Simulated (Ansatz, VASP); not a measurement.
**AlNi: VASP beside Ansatz**

The input INCAR:

```
ALGO = Normal ; EDIFF = 1E-6
ENCUT = 520 ; GGA = PE
ISIF = 2 ; ISMEAR = 0
LASPH = T ; LCHARG = F
LREAL = F ; LWAVE = F
NBANDS = 14 ; NELM = 60
PREC = Accurate ; SIGMA = 0.15
```

File KPOINTS:

```
k-points
0
Gamma
  16 16 16
```

The input POSCAR:

```
AlNi
1.0
    2.9650418750      0.0000000000      0.0000000000
    0.0000000000      2.9650418750      0.0000000000
    0.0000000000      0.0000000000      2.9650418750
Al Ni
1 1
Direct
    0.0000000000      0.0000000000     -0.0207416969
    0.5000000000      0.5000000000      0.5095350226
```

Input for Ansatz:

```yaml
crystal:
  lattice:
    - [2.965041875, 0.0, 0.0]
    - [0.0, 2.965041875, 0.0]
    - [0.0, 0.0, 2.965041875]
  atoms:
    - { symbol: Al, position: [0.0, 0.0, -0.0207416969] }
    - { symbol: Ni, position: [0.5, 0.5, 0.5095350226] }
basis:
  ecutwfc: 520.0
kpoints:
  mp_grid: { grid: [16, 16, 16] }
hamiltonian:
  xc: pbe
  pseudopotentials: { kind: paw, azcp: { folder: soft_1 } }
scf:
  occupations: { method: gaussian, width: 0.15 }
output:
  forces: true
  stress: true
  eigenvalues: true
```

Change from the starting cell: mode 6 frozen in at -0.060 Å, equal normal strain along x, y and z +0.0250.

Alike in both runs: task single point; functional PBE; k mesh 16 × 16 × 16; occupations gaussian, width 0.15 eV; no spin polarisation.

```csv
,VASP,Ansatz
version,VASP 6.6.1,Ansatz 0.2.0
potentials or method,"VASP PAW PBE potentials, release 64 (Al, Ni), cutoff 520 eV","scalar-relativistic, plane waves, PAW"
valence electrons in the cell,13,21
```

|  | VASP | Ansatz | Ansatz less VASP |
| --- | --- | --- | --- |
| gap on the k mesh at the Fermi level (eV) | none | none | - |
| pressure (GPa) | -9.5 | -9.6 | -0.14 |
| traceless stress, the component that is largest in VASP (GPa) | -0.14 | -0.14 | +0.002 |
| rms of the force components (eV/Å) | 0.214 | 0.213 | -0.0014 |

Atom by atom the forces differ by 0.001 eV/Å (rms over components). A gap of «none» marks a metal or a gap that the smearing closes. VASP's potentials hold 13 valence electrons a cell and Ansatz's 21, so a difference there can come from the potentials and not from the codes.
